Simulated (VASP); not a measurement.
Write the native input for VASP 6.6.1 that does the following.

```
Task                   : single point
Functional             : PBE
Potentials or basis    : VASP PAW PBE potentials, release 64 (Al, N)
Cutoff                 : 520 eV
k mesh                 : 10 × 10 × 10
Occupations            : gaussian, width 0.05 eV
Spin                   : no spin polarisation
Dipole correction      : no
Further INCAR settings : ALGO = Normal; EDIFF = 1e-06; NBANDS = 11
```

The structure of AlN lies in POSCAR:

```
AlN
1.0
    0.0000000000      2.0552166264      2.4662599517
    2.0552166264      0.0000000000      2.4662599517
    2.0552166264      2.0552166264      0.0000000000
Al N
1 1
Direct
    0.0000000000      0.0000000000      0.0000000000
    0.7500000000      0.7500000000      0.7500000000
```

This cell differs from its parent crystal: ratio of the length along z to the lengths across it x 1.2, volume and fractional coordinates fixed.

The input as run:

INCAR

```
  PREC = Accurate
  ENCUT = 520
  EDIFF = 1E-6
  ISMEAR = 0
  SIGMA = 0.05
  LREAL = F
  LASPH = T
  NELM = 60
  ALGO = Normal
  ISIF = 2
  LWAVE = F
  LCHARG = T
  GGA = PE
  LELF = T
  LVHAR = T
  NBANDS = 11
```

KPOINTS

```
Automatic mesh
0
Gamma
  10 10 10
```

Potentials or basis: VASP PAW PBE potentials, release 64 (Al, N).

Run with:

```sh
$ cat potpaw_PBE.64/Al/POTCAR potpaw_PBE.64/N/POTCAR > POTCAR
$ mpirun -np 1 vasp_std > vasp.out
```

Results of the run:

```json
{"Pressure": "2.5 GPa", "Band gap on the k mesh": "2.63 eV, indirect (least direct gap 3.50 eV)"}
```

Wall time 33 s on 1 thread of AMD EPYC 7R43 64-Core Processor (Zen 3), on a shared host, peak memory 0.11 GiB.
